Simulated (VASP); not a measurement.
# Ti (I4/mmm) in VASP: further runs

Ti is run at these levels: r2SCAN; tasks: single point.

All numbers are computed with VASP 6.6.1; they aren't measurements. Logs are shortened: lines on timing, memory, paths and dates and some standing lists are left out, and cuts for length are marked.

### Step 1. The cell of the first run

It takes space group I4/mmm (No. 139, tetragonal). Conventional cell: a = 3.119 Å, b = 3.119 Å, c = 3.440 Å, α = 90.00°, β = 90.00°, γ = 90.00°. Ti (site symmetry 4/mmm) has 14 Ti at 2.80 to 3.44 Å within 3.7 Å.

### Step 2. Single point, r2SCAN

Input file POSCAR:

```
Ti
1.0
    0.0000000000      2.2052838839      1.7201214295
    2.2052838839      0.0000000000      1.7201214295
    2.2052838839      2.2052838839      0.0000000000
Ti
1
Direct
    0.0000000000      0.0000000000      0.0000000000
```

Input file INCAR.step1:

```
SYSTEM = Ti
  ALGO = Normal
  EDIFF = 1E-4
  ENCUT = 520
  GGA = PE
  ISMEAR = 0
  LASPH = .TRUE.
  LCHARG = .FALSE.
  LREAL = .FALSE.
  LWAVE = .TRUE.
  NBANDS = 12
  NELM = 80
  PREC = Accurate
  SIGMA = 0.15
```

Input file INCAR.step2:

```
SYSTEM = Ti
  ALGO = Normal
  EDIFF = 1E-6
  ENCUT = 520
  ISIF = 2
  ISMEAR = 0
  ISTART = 1
  LASPH = .TRUE.
  LCHARG = .FALSE.
  LMIXTAU = .TRUE.
  LREAL = .FALSE.
  LWAVE = .FALSE.
  METAGGA = R2SCAN
  NBANDS = 12
  NELM = 80
  PREC = Accurate
  SIGMA = 0.15
```

Input file KPOINTS:

```
k-points
0
G
  22 22 22
  0 0 0
```

Potentials or basis: VASP PAW PBE potentials, release 64 (Ti_sv).

Run with:

```console
$ cat potpaw_PBE.64/Ti_sv/POTCAR > POTCAR
$ cp INCAR.step1 INCAR
$ mpirun -np 1 vasp_std > vasp.out
$ cp INCAR.step2 INCAR
$ mpirun -np 1 vasp_std > vasp.out
```

OUTCAR:

```text
SYSTEM = Ti
   EDIFF = 1E-6
   ENCUT = 520
   ISIF = 2
   ISMEAR = 0
   ISTART = 1
   LASPH = .TRUE.
   LREAL = .FALSE.
   METAGGA = R2SCAN
   NELM = 80
   PREC = Accurate

 ion  position               nearest neighbor table
   1  0.000  0.000  0.000-

  LATTYP: Found a body centered tetragonal cell.
 ALAT       =     3.1187423775
 C/A-ratio  =     1.1030865787

  Lattice vectors:

 A1 = (   0.0000000000,  -2.2052838839,  -1.7201214295)
 A2 = (   0.0000000000,   2.2052838839,  -1.7201214295)
 A3 = (   2.2052838839,   0.0000000000,   1.7201214295)

Analysis of symmetry for initial positions (statically):
=====================================================================
 Subroutine PRICEL returns:
 Original cell was already a primitive cell.

 Routine SETGRP: Setting up the symmetry group for a
 body centered tetragonal supercell.

 Subroutine GETGRP returns: Found 16 space group operations
 (whereof 16 operations were pure point group operations)
 out of a pool of 16 trial point group operations.

The static configuration has the point symmetry D_4h.

Analysis of symmetry for dynamics (positions and initial velocities):
=====================================================================
 Subroutine PRICEL returns:
 Original cell was already a primitive cell.

 Routine SETGRP: Setting up the symmetry group for a
 body centered tetragonal supercell.

 Subroutine GETGRP returns: Found 16 space group operations
 (whereof 16 operations were pure point group operations)
 out of a pool of 16 trial point group operations.

The dynamic configuration has the point symmetry D_4h.

 Subroutine INISYM returns: Found 16 space group operations
 (whereof 16 operations are pure point group operations),
 and found     1 'primitive' translations

----------------------------------------------------------------------------------------

                                     Primitive cell

  volume of cell :      16.7309

  direct lattice vectors                    reciprocal lattice vectors
     0.000000000  2.205283884  1.720121430    -0.226728179  0.226728179  0.290677153
     2.205283884  0.000000000  1.720121430     0.226728179 -0.226728179  0.290677153
     2.205283884  2.205283884  0.000000000     0.226728179  0.226728179 -0.290677153

  length of vectors
     2.796800805  2.796800805  3.118742377     0.432786948  0.432786948  0.432786948

  position of ions in fractional coordinates (direct lattice)
     0.000000000  0.000000000  0.000000000

  ion indices of the primitive-cell ions
   primitive index   ion index
                 1           1

----------------------------------------------------------------------------------------

 KPOINTS: k-points

Automatic generation of k-mesh.
 Grid dimensions read from file:
 generate k-points for:   22   22   22

 Generating k-lattice:

  Cartesian coordinates                     Fractional coordinates (reciprocal lattice)
    -0.010305826  0.010305826  0.013212598     0.045454545  0.000000000  0.000000000
     0.010305826 -0.010305826  0.013212598     0.000000000  0.045454545  0.000000000
     0.010305826  0.010305826 -0.013212598     0.000000000  0.000000000  0.045454545

  Length of vectors
     0.019672134  0.019672134  0.019672134

  Shift w.r.t. Gamma in fractional coordinates (k-lattice)
     0.000000000  0.000000000  0.000000000

 Subroutine IBZKPT returns following result:
 ===========================================

 Found    834 irreducible k-points:

 Following reciprocal coordinates:
            Coordinates               Weight
  0.000000  0.000000  0.000000      1.000000
  0.045455  0.000000  0.000000      8.000000
  0.090909  0.000000  0.000000      8.000000
  0.136364  0.000000  0.000000      8.000000
  0.181818  0.000000  0.000000      8.000000
  0.227273  0.000000  0.000000      8.000000
[... 16 lines left out ...]
  0.500000  0.045455  0.000000      8.000000
 -0.454545  0.045455  0.000000      8.000000
 [... further k-points ...]
   k-points           NKPTS =    834   k-points in BZ     NKDIM =    834   number of bands    NBANDS=     12
   number of dos      NEDOS =    301   number of ions     NIONS =      1
   total plane-waves  NPLWV =  13824
   dimension x,y,z NGX =    24 NGY =   24 NGZ =   24
   dimension x,y,z NGXF=    48 NGYF=   48 NGZF=   48
   ions per type =               1
   NGX,Y,Z   is equivalent  to a cutoff of  14.27, 14.27, 12.79 a.u.
   NGXF,Y,Z  is equivalent  to a cutoff of  28.53, 28.53, 25.59 a.u.
 SYSTEM =  Ti
   PREC   = accura    normal or accurate (medium, high low for compatibility)
   ISTART =      1    job   : 0-new  1-cont  2-samecut
   ICHARG =      0    charge: 1-file 2-atom 10-const
   ISPIN  =      1    spin polarized calculation?
   LNONCOLLINEAR =      F non collinear calculations
   LSORBIT =      F    spin-orbit coupling
   LASPH  =      T    aspherical Exc in radial PAW
   ENCUT  =  520.0 eV  38.22 Ry    6.18 a.u.   5.20  5.20  5.80*2*pi/ulx,y,z
   NELM   =     80;   NELMIN=  2; NELMDL=  0     # of ELM steps
   EDIFF  = 0.1E-05   stopping-criterion for ELM
   LREAL  =      F    real-space projection
   EDIFFG = 0.1E-04   stopping-criterion for IOM
   NSW    =      0    number of steps for IOM
   IBRION =     -1    ionic relax: 0-MD 1-quasi-New 2-CG
   NFREE  =      0    steps in history (QN), initial steepest desc. (CG)
   ISIF   =      2    stress and relaxation
   ISYM   =      2    0-nonsym 1-usesym 2-fastsym
   POTIM  = 0.5000    time-step for ionic-motion
   TEBEG  =    0.0;   TEEND  =   0.0 temperature during run
   PSTRESS=    0.0 pullay stress
   NELECT =      12.0000    total number of electrons
   NUPDOWN=      -1.0000    fix difference up-down
   EMIN   =  10.00;   EMAX   =-10.00  energy-range for DOS
   EFERMI =   0.00;   METHOD = LEGACY
   ISMEAR =     0;   SIGMA  =   0.15  broadening in eV -4-tet -1-fermi 0-gaus
   EFERMI_NEDOS =   21; number of points for ismear=-14 and -15
   IALGO  =     38    algorithm
   IMIX   =      4    mixing-type and parameters
     AMIX     =   0.40;   BMIX     =  1.00
     AMIX_MAG =   1.60;   BMIX_MAG =  1.00
  volume/ion in A,a.u.               =      16.73       112.91
  Fermi-wavevector in a.u.,A,eV,Ry     =   1.465421  2.769245 29.217967  2.147460
  Thomas-Fermi vector in A             =   2.581280
   LORBIT       =      0    0 simple, 1 ext, 2 COOP (PROOUT), +10 PAW based schemes
   METAGGA = R2SCAN    functional components
   LHFCALC =     F    Hartree Fock is set to
   AEXX    =    0.0000 exact exchange contribution
   IVDW    =     0    specifies the selected vdW correction
   LEPSILON=     F    determine dielectric tensor
   LRPA    =     F    only Hartree local field effects (RPA)
 non-spin polarized calculation
 Gauss-broadening in eV      SIGMA  =   0.15
  energy-cutoff  :      520.00
  volume of cell :       16.73
 maximum number of plane-waves:       471
 NGX is ok and might be reduce to    24

 number of electron      11.9999998 magnetization

 Free energy of the ion-electron system (eV)
  ---------------------------------------------------
  ext. energy  EPLUGINS =         0.00000000
  ---------------------------------------------------
  free energy    TOTEN  =       -12.82982346 eV

  energy without entropy =      -12.80524024  energy(sigma->0) =      -12.81753185

 E-fermi :   8.5487     XC(G=0): -12.5947

 val. band max:        8.5480530609   @ k =  -0.4091  -0.0000   0.0455
 cond. band min:       8.5490654905   @ k =  -0.1364   0.3182   0.1818
 fundamental gap:      0.0010124295
 Fermi energy:         8.5486998370

 k-point     1 :       0.0000    0.0000    0.0000
  band No.  band energies     occupation
      1     -50.3260      2.00000
      2     -25.0847      2.00000
      3     -25.0846      2.00000
      4     -25.0792      2.00000
      5       2.1044      2.00000
      6       9.4914      0.00000
      7       9.4914      0.00000
      8      10.2432      0.00000
      9      11.0423      0.00000
     10      11.9000      0.00000
     11      25.7705      0.00000
     12      27.5762      0.00000

 k-point     2 :       0.0455    0.0000    0.0000
  band No.  band energies     occupation
      1     -50.3228      2.00000
      2     -25.0992      2.00000
      3     -25.0890      2.00000
      4     -25.0813      2.00000
      5       2.1787      2.00000
      6       9.4830      0.00000
      7       9.5075      0.00000
      8      10.2468      0.00000
      9      11.0169      0.00000
     10      11.8805      0.00000
     11      25.7843      0.00000
     12      27.4423      0.00000

 k-point     3 :       0.0909    0.0000    0.0000
  band No.  band energies     occupation
      1     -50.3138      2.00000
      2     -25.1475      2.00000
      3     -25.1018      2.00000
      4     -25.0818      2.00000
      5       2.3978      2.00000
      6       9.4473      0.00000
      7       9.5276      0.00000
      8      10.2877      0.00000
      9      10.9544      0.00000
     10      11.8319      0.00000
     11      25.7634      0.00000
     12      27.0510      0.00000

 k-point     4 :       0.1364    0.0000    0.0000
  band No.  band energies     occupation
      1     -50.2994      2.00000
      2     -25.2235      2.00000
      3     -25.1218      2.00000
      4     -25.0822      2.00000
      5       2.7511      2.00000
      6       9.3587      0.00000
      7       9.4895      0.00000
      8      10.4328      0.00000
      9      10.8928      0.00000
     10      11.7753      0.00000
     11      25.4738      0.00000
     12      26.5347      0.00000

 k-point     5 :       0.1818    0.0000    0.0000
  band No.  band energies     occupation
      1     -50.2810      2.00000
      2     -25.3203      2.00000
      3     -25.1474      2.00000
      4     -25.0825      2.00000
      5       3.2196      2.00000
      6       9.2010      0.00000
      7       9.3731      0.00000
      8      10.7069      0.00000
      9      10.8738      0.00000
     10      11.7310      0.00000
     11      24.6640      0.00000
     12      26.0909      0.00000
[... 228 lines left out ...]
      1     -50.1818      2.00000
      2     -25.8026      2.00000
      3     -25.2864      2.00000
      4     -25.0930      2.00000
      5       5.7036      2.00000
      6       8.6591      0.29812
      7       8.8734      0.00220
      8      11.0278      0.00000
      9      11.9921      0.00000
     10      12.7974      0.00000
     11      18.9196      0.00000
     12      23.5232      0.00000

 k-point    22 :       0.4545    0.0455    0.0000
  band No.  band energies     occupation
      1     -50.1721      2.00000
      2     -25.8496      2.00000
      3     -25.2983      2.00000
      4     -25.0947      2.00000
      5       5.8521      2.00000
      6       8.5835      0.74285
      7       9.1083      0.00000
      8      11.0009      0.00000
      9      12.1352      0.00000
     10      13.0375      0.00000
     11      18.1868      0.00000
     12      23.2626      0.00000

 k-point    23 :       0.5000    0.0455    0.0000
  band No.  band energies     occupation
      1     -50.1683      2.00000
      2     -25.8674      2.00000
      3     -25.3021      2.00000
      4     -25.0964      2.00000
      5       5.8987      2.00000
      6       8.5538      0.96193
      7       9.2241      0.00000
      8      10.9940      0.00000
      9      12.2122      0.00000
     10      13.1154      0.00000
     11      17.8833      0.00000
     12      23.1666      0.00000

 k-point    24 :      -0.4545    0.0455    0.0000
  band No.  band energies     occupation
      1     -50.1709      2.00000
      2     -25.8549      2.00000
      3     -25.2973      2.00000
      4     -25.0982      2.00000
      5       5.8707      2.00000
      6       8.5722      0.82480
      7       9.1373      0.00000
      8      10.9970      0.00000
      9      12.2097      0.00000
     10      13.0156      0.00000
     11      18.0855      0.00000
     12      23.2445      0.00000

 [... further k-points ...]

------------------------ aborting loop because EDIFF is reached ----------------------------------------

  FORCE on cell =-STRESS in cart. coord.  units (eV):
  Direction    XX          YY          ZZ          XY          YZ          ZX
  --------------------------------------------------------------------------------------
  -------------------------------------------------------------------------------------
  Total        0.3242694      0.3242694      0.6362648      0.0000000      0.0000000     -0.0000000
  in kB       31.0526309     31.0526309     60.9298911      0.0000000      0.0000000     -0.0000000
  external PRESSURE =      41.0117176 kB  Pullay stress =       0.0000000 kB

 VOLUME and BASIS-vectors are now :
 -----------------------------------------------------------------------------
  energy-cutoff  :      520.00
  volume of cell :       16.73
      direct lattice vectors                 reciprocal lattice vectors
     0.000000000  2.205283884  1.720121430    -0.226728179  0.226728179  0.290677153
     2.205283884  0.000000000  1.720121430     0.226728179 -0.226728179  0.290677153
     2.205283884  2.205283884  0.000000000     0.226728179  0.226728179 -0.290677153

 POSITION                                       TOTAL-FORCE (eV/Angst)
 -----------------------------------------------------------------------------------
      0.00000      0.00000      0.00000         0.000000      0.000000      0.000000
 -----------------------------------------------------------------------------------
    total drift:                               -0.000000      0.000000     -0.000000

  FREE ENERGIE OF THE ION-ELECTRON SYSTEM (eV)
  ---------------------------------------------------
  free  energy   TOTEN  =       -12.8298234641 eV

  energy  without entropy=      -12.8052402445  energy(sigma->0) =      -12.81753185
```

It took 8.5 min on 1 thread of Intel Xeon Platinum 8175M at 2.50GHz (Skylake/Cascade Lake), shared host; peak memory 0.28 GiB.

What came out:

- Free energy: -12.8298 eV
- Pressure: 4.1 GPa
- Band gap on the k mesh: zero (band 6 reaches 9.65 eV, above the bottom of band 7 at 7.84 eV)

Levels at points of the mesh, in eV from the Fermi level:
```tsv
k point	band 2	band 3	band 4	band 5	band 6	band 7	band 8	band 9	band 10	band 11
(0.00, 0.00, 0.00)	-33.63	-33.63	-33.63	-6.44	0.94	0.94	1.69	2.49	3.35	17.22
(0.50, 0.00, 0.00)	-34.42	-33.85	-33.63	-2.71	-0.05	0.85	2.48	3.51	4.57	9.34
(0.50, 0.50, 0.00)	-34.25	-34.10	-34.10	-2.56	-2.30	4.20	4.32	4.32	7.13	10.07
(0.50, 0.00, 0.50)	-34.40	-33.90	-33.69	-2.71	-0.99	1.56	3.56	3.62	4.69	10.10
```

Caveat: the PAW data sets were made with another functional, which shifts forces and pressure a little.

### Step 3. Single point, r2SCAN

This run uses another cell than the first one, of the same volume but with other edges.

Input file POSCAR:

```
Ti
1.0
    0.0000000000      1.8600084640      2.4180110031
    1.8600084640      0.0000000000      2.4180110031
    1.8600084640      1.8600084640      0.0000000000
Ti
1
Direct
    0.0000000000      0.0000000000      0.0000000000
```

Input file INCAR.step1:

```
SYSTEM = Ti
PREC     = Accurate       ! precision mode
ENCUT    = 520            ! plane-wave cutoff, eV
ISMEAR   = 0              ! smearing method
SIGMA    = 0.15           ! smearing width, eV
LREAL    = .FALSE.        ! projectors in reciprocal space
LASPH    = .TRUE.         ! aspherical terms in the spheres
NELM     = 100            ! most SCF steps
NBANDS   = 12             ! bands
GGA      = PE             ! functional
ALGO     = Normal         ! electronic algorithm
EDIFF    = 1E-4           ! SCF threshold, eV
LWAVE    = .TRUE.         ! write WAVECAR
LCHARG   = .FALSE.        ! write CHGCAR
```

Input file INCAR.step2:

```
SYSTEM = Ti
PREC     = Accurate       ! precision mode
ENCUT    = 520            ! plane-wave cutoff, eV
EDIFF    = 1E-6           ! SCF threshold, eV
ISMEAR   = 0              ! smearing method
SIGMA    = 0.15           ! smearing width, eV
LREAL    = .FALSE.        ! projectors in reciprocal space
LASPH    = .TRUE.         ! aspherical terms in the spheres
NELM     = 100            ! most SCF steps
ALGO     = Normal         ! electronic algorithm
ISIF     = 2              ! what is computed and relaxed
LWAVE    = .FALSE.        ! write WAVECAR
LCHARG   = .FALSE.        ! write CHGCAR
METAGGA  = R2SCAN         ! meta-GGA
LMIXTAU  = .TRUE.       
NBANDS   = 12             ! bands
ISTART   = 1
```

Input file KPOINTS:

```
Automatic mesh
0
G
  22 22 22
  0 0 0
```

Potentials or basis: VASP PAW PBE potentials, release 64 (Ti_sv).

Run with:

```console
$ cat potpaw_PBE.64/Ti_sv/POTCAR > POTCAR
$ cp INCAR.step1 INCAR
$ mpirun -np 1 vasp_std > vasp.out
$ cp INCAR.step2 INCAR
$ mpirun -np 1 vasp_std > vasp.out
```

Wall time 7.9 min (1 thread of Intel Xeon Platinum 8175M at 2.50GHz (Skylake/Cascade Lake), shared host); peak memory 0.27 GiB.

It converged, with:

```
Free energy            : -12.7942 eV
Pressure               : 2.8 GPa
Band gap on the k mesh : zero (band 6 reaches 9.39 eV, above the bottom of band 7 at 7.84 eV)
```

Stress tensor (GPa, compression positive):
```
 6.55  0.00  0.00
 0.00  6.55  0.00
 0.00  0.00 -4.62
```

Levels at points of the mesh, in eV from the Fermi level:
| k point | band 4 | band 5 | band 6 | band 7 | band 8 | band 9 |
| --- | --- | --- | --- | --- | --- | --- |
| (0.00, 0.00, 0.00) | -33.58 | -6.36 | -0.25 | 1.21 | 2.25 | 2.25 |
| (0.50, 0.00, 0.00) | -33.54 | -2.60 | 0.07 | 0.92 | 2.14 | 3.86 |
| (0.50, 0.50, 0.00) | -33.67 | -2.74 | -1.46 | 0.21 | 4.27 | 4.27 |
| (0.50, 0.00, 0.50) | -33.75 | -2.78 | -1.50 | 3.19 | 3.71 | 5.19 |

Caveat: the PAW data sets were made with another functional, which shifts forces and pressure a little.

[end of part 1 of 2]
